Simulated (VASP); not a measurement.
ZnS: single point with PBE

The system is ZnS.

```
CELL_PARAMETERS angstrom
0.00000 2.72118 2.72118
2.72118 0.00000 2.72118
2.72118 2.72118 0.00000
ATOMIC_POSITIONS crystal
Zn 0.00000 0.00000 0.00000
S 0.25000 0.25000 0.25000
```

```json
{
  "Program": "VASP 6.6.1",
  "Task": "single point",
  "Functional": "PBE",
  "Potentials or basis": "VASP PAW PBE potentials, release 64 (Zn, S)",
  "Cutoff": "520 eV",
  "k mesh": "8 × 8 × 8",
  "Occupations": "gaussian, width 0.02 eV",
  "Spin": "no spin polarisation",
  "Dipole correction": "no",
  "Further INCAR settings": "ALGO = Normal; EDIFF = 1e-06; NBANDS = 16"
}
```

```yaml
Pressure: 0.2 GPa
Band_gap_on_the_k_mesh: 2.02 eV
```

Levels at points of the mesh, in eV from the valence-band top:
```tsv
k point	band 6	band 7	band 8	band 9	band 10	band 11	band 12	band 13
(0.00, 0.00, 0.00)	-5.78	0.00	0.00	0.00	2.02	6.41	6.41	6.41
(0.50, 0.00, 0.00)	-5.59	-5.15	-0.84	-0.84	3.27	6.94	6.94	8.79
(0.50, 0.50, 0.00)	-5.58	-4.48	-2.14	-2.14	3.45	4.07	10.83	11.82
```

It took 24 s on 1 thread of AMD EPYC 7R43 64-Core Processor (Zen 3) (shared host), peak memory 0.14 GiB.
